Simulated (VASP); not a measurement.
# BiTe (Fm-3m) in VASP: settings compared, part 3 of 3

VASP 6.6.1. The steps go on from the part before.

**5. Single point, PBE exchange alone, non-collinear spin, zero start, spin-orbit coupling (35.89 Å³/atom)**

This run uses another cell than the first one, of 35.89 Å³/atom.

Input file INCAR:

```
AGGAC    = 0.0          
ALDAC    = 0.0          
ALGO     = Normal         # electronic algorithm
EDIFF    = 1E-6           # SCF threshold, eV
ENCUT    = 520            # plane-wave cutoff, eV
GGA      = PE             # functional
GGA_COMPAT= False        
ISIF     = 2              # what is computed and relaxed
ISMEAR   = -1             # smearing method
LASPH    = True           # aspherical terms in the spheres
LCHARG   = False          # write CHGCAR
LORBIT   = 11             # projections on sites
LORBMOM  = True         
LREAL    = False          # projectors in reciprocal space
LSORBIT  = True           # spin-orbit coupling
LWAVE    = False          # write WAVECAR
MAGMOM   = 0 0 0 0 0 0    # initial moments
NBANDS   = 33             # bands
NELM     = 150            # most SCF steps
PREC     = Accurate       # precision mode
SIGMA    = 0.05           # smearing width, eV
```

Input file KPOINTS:

```
k-points
0
Gamma
  5 5 5
```

Input file POSCAR:

```
BiTe
1.0
    0.0000000000      3.2984474805      3.2984474805
    3.2984474805      0.0000000000      3.2984474805
    3.2984474805      3.2984474805      0.0000000000
Bi Te
1 1
Direct
    0.0000000000      0.0000000000      0.0000000000
    0.5000000000      0.5000000000      0.5000000000
```

Launch:

```console
> cat potpaw_PBE.64/Bi_d/POTCAR potpaw_PBE.64/Te/POTCAR > POTCAR
> mpirun -np 1 vasp_ncl > vasp.out
```

Wall time 45 s (1 thread of AMD EPYC 9R45 (Zen 5), shared host); peak memory 0.35 GiB.

It converged, with:

| Property | Result |
| --- | --- |
| Free energy | -5.7147 eV |
| Pressure | 7.7 GPa |
| Net moment | 0.00 μB per cell |
| Valence electrons inside the program's atomic spheres | Bi 12.69; Te 3.36 |

Moments on the atoms (μB; x, y, z):
```
Bi  0.00 0.00 0.00
Te  0.00 0.00 0.00
```

Caveat: the cell stands under pressure.

**6. Single point, PBE0**

This run uses another cell than the first one, of 32.96 Å³/atom.

Input file POSCAR:

```
BiTe
1.0
    0.0000000000      3.2061452749      3.2061452749
    3.2061452749      0.0000000000      3.2061452749
    3.2061452749      3.2061452749      0.0000000000
Bi Te
1 1
Direct
    0.0000000000      0.0000000000      0.0000000000
    0.5000000000      0.5000000000      0.5000000000
```

Input file INCAR.step1:

```
PREC     = Accurate       # precision mode
ENCUT    = 520            # plane-wave cutoff, eV
EDIFF    = 1E-5           # SCF threshold, eV
ISMEAR   = -1             # smearing method
SIGMA    = 0.05           # smearing width, eV
LREAL    = F              # projectors in reciprocal space
LASPH    = T              # aspherical terms in the spheres
NELM     = 80             # most SCF steps
ALGO     = Normal         # electronic algorithm
ISIF     = 2              # what is computed and relaxed
LWAVE    = T              # write WAVECAR
NBANDS   = 18             # bands
GGA      = PE             # functional
```

Input file INCAR.step2:

```
PREC     = Accurate       # precision mode
ENCUT    = 520            # plane-wave cutoff, eV
EDIFF    = 1E-6           # SCF threshold, eV
ISMEAR   = -1             # smearing method
SIGMA    = 0.05           # smearing width, eV
LREAL    = F              # projectors in reciprocal space
LASPH    = T              # aspherical terms in the spheres
NELM     = 80             # most SCF steps
ALGO     = Normal         # electronic algorithm
ISIF     = 2              # what is computed and relaxed
LWAVE    = F              # write WAVECAR
LCHARG   = T              # write CHGCAR
GGA      = PE             # functional
LHFCALC  = T              # exact exchange
AEXX     = 0.25           # exact-exchange fraction
PRECFOCK = Normal       
LELF     = T              # ELF
LVHAR    = T            
NBANDS   = 18             # bands
ISTART   = 1
```

Input file KPOINTS:

```
regular mesh
0
Gamma
  4 4 4
```

Potentials or basis: VASP PAW PBE potentials, release 64 (Bi_d, Te).

Launch:

```console
> cat potpaw_PBE.64/Bi_d/POTCAR potpaw_PBE.64/Te/POTCAR > POTCAR
> cp INCAR.step1 INCAR
> mpirun -np 1 vasp_std > vasp.out
> cp INCAR.step2 INCAR
> mpirun -np 1 vasp_std > vasp.out
```

It took 37 min on 1 thread of Intel Xeon 8259CL, shared host; peak memory 0.23 GiB.

The run converged. Its results:

- Free energy: -9.7228 eV
- Pressure: -0.4 GPa
- Band gap on the k mesh: zero (an odd number of electrons rules out a gap without spin polarisation)

Levels at points of the mesh, in eV from the Fermi level:
| k point | band 7 | band 8 | band 9 | band 10 | band 11 | band 12 | band 13 | band 14 |
| --- | --- | --- | --- | --- | --- | --- | --- | --- |
| (0.00, 0.00, 0.00) | -9.27 | -3.67 | -3.67 | -3.67 | 2.79 | 2.79 | 2.79 | 5.17 |
| (0.50, 0.00, 0.00) | -13.09 | -2.90 | -2.90 | -2.32 | -1.29 | -1.22 | -1.22 | 8.15 |
| (0.50, 0.50, 0.00) | -11.53 | -7.30 | -5.39 | -5.39 | 2.52 | 4.43 | 4.43 | 6.03 |

Caveat: the k points lie up to 0.42 Å⁻¹ apart, too coarse for converged energies and pressures of a metal; the PAW data sets were made with another functional, which shifts forces and pressure a little; spin-orbit coupling is left out, which moves the levels of the heavy elements.

**7. The runs side by side**

| level | spin | cell | k mesh | grid for exact exchange (PRECFOCK) | share of exact exchange | pressure (GPa) | moment (μB) |
| --- | --- | --- | --- | --- | --- | --- | --- |
| PBE exchange alone | non-collinear, zero start, SOC | a = 4.575 Å, angles 60.0°, 2 atoms | 5 × 5 × 5 | - | - | 11.2 | 0.00 |
| PBE exchange alone | non-collinear, zero start, SOC | a = 4.605 Å, angles 60.0°, 2 atoms | 5 × 5 × 5 | - | - | 9.9 | 0.00 |
| PBE exchange alone | non-collinear, zero start, SOC | a = 4.635 Å, angles 60.0°, 2 atoms | 5 × 5 × 5 | - | - | 8.7 | 0.00 |
| PBE exchange alone | non-collinear, zero start, SOC | a = 4.665 Å, angles 60.0°, 2 atoms | 5 × 5 × 5 | - | - | 7.7 | 0.00 |
| PBE0 | off | a = 4.534 Å, angles 60.0°, 2 atoms | 4 × 4 × 4 | Normal | 0.25 | -0.4 | - |

Alike in all rows: task single point; potentials or basis VASP PAW PBE potentials, release 64 (Bi_d, Te); cutoff (eV) 520; smearing fermi-dirac 0.05 eV.

Caveats: some runs use coarse meshes; the cell stands under pressure (at least some runs); the PAW data sets were made with another functional, which shifts forces and pressure a little (at least some runs); spin-orbit coupling is left out, which moves the levels of the heavy elements (at least some runs).

Total energies depend on the potentials used, so only differences within one code and one set of settings carry meaning.
